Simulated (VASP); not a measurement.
Set up this calculation in VASP 6.6.1, as the native input.

```yaml
Task: single point
Functional: PBE
Potentials_or_basis: VASP PAW PBE potentials, release 64 (K_sv, I)
Cutoff: 520 eV
k_mesh: 6 × 6 × 6
Occupations: gaussian, width 0.05 eV
Spin: no spin polarisation
Dipole_correction: no
Further_INCAR_settings: ALGO = Normal; EDIFF = 1e-06; NBANDS = 15
```

The structure of KI lies in POSCAR:

```
KI
1.0
    0.0000000000      3.3483225000      3.6126637500
    3.3483225000      0.0000000000      3.6126637500
    3.3483225000      3.3483225000      0.0000000000
K I
1 1
Direct
    0.0000000000      0.0000000000      0.0000000000
    0.5000000000      0.5000000000      0.5000000000
```

This cell differs from its parent crystal: strain -0.050 along x and y, +0.025 along z.

One way to write it, as run:

INCAR

```
  ALGO = Normal
  EDIFF = 1E-6
  ENCUT = 520
  GGA = PE
  ISIF = 2
  ISMEAR = 0
  LASPH = True
  LCHARG = False
  LREAL = False
  LWAVE = False
  NBANDS = 15
  NELM = 80
  PREC = Accurate
  SIGMA = 0.05
```

KPOINTS

```
k-points
0
Gamma
  6 6 6
```

Potentials or basis: VASP PAW PBE potentials, release 64 (K_sv, I).

Command:

```sh
$ cat potpaw_PBE.64/K_sv/POTCAR potpaw_PBE.64/I/POTCAR > POTCAR
$ mpirun -np 1 vasp_std > vasp.out
```

It gave:

```
Pressure               : 2.3 GPa
Band gap on the k mesh : 4.13 eV, direct
```

Caveat: the cell differs from its parent crystal (strain -0.050 along x and y, +0.025 along z); spin-orbit coupling is left out, which moves the levels of the heavy elements.

It took 57 s on 1 thread of AMD EPYC 7R43 64-Core Processor (Zen 3), on a shared host, peak memory 0.2 GiB.
